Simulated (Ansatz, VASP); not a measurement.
# Si in VASP and in Ansatz

```
Si
1.0
     3.84030    0.00000    0.00000
    -1.92015    3.32579    0.00000
     0.00000    0.00000    9.40677
Si
6
Direct
  0.00000 0.00000 0.00000
  0.00000 0.00000 0.25000
  0.33333 0.66667 0.33333
  0.33333 0.66667 0.58333
  0.66667 0.33333 0.66667
  0.66667 0.33333 0.91667
```

Alike in both runs: task relaxation of cell and atoms; functional LDA; k mesh 8 × 8 × 4; occupations gaussian, width 0.03 eV; no spin polarisation.

|  | VASP | Ansatz |
| --- | --- | --- |
| version | VASP 6.6.1 | Ansatz 0.2.0 |
| potentials or method | VASP PAW LDA potentials, release 64 (Si) | scalar-relativistic, plane waves, PAW |
| plane-wave cutoff (eV) | 600 | 420 |
| valence electrons in the cell | 24 | 24 |

VASP gave:

```
relaxed volume (Å³/atom)                                     : 19.72
relaxed cell length with the largest relative difference (Å) : 3.821
```

What did Ansatz give for the same quantities?

Relaxed volume (Å³/atom): 19.71; relaxed cell length with the largest relative difference (Å): 3.820.

LDA's correlation is that of Perdew and Zunger in VASP and of Perdew and Wang (1992) in Ansatz.
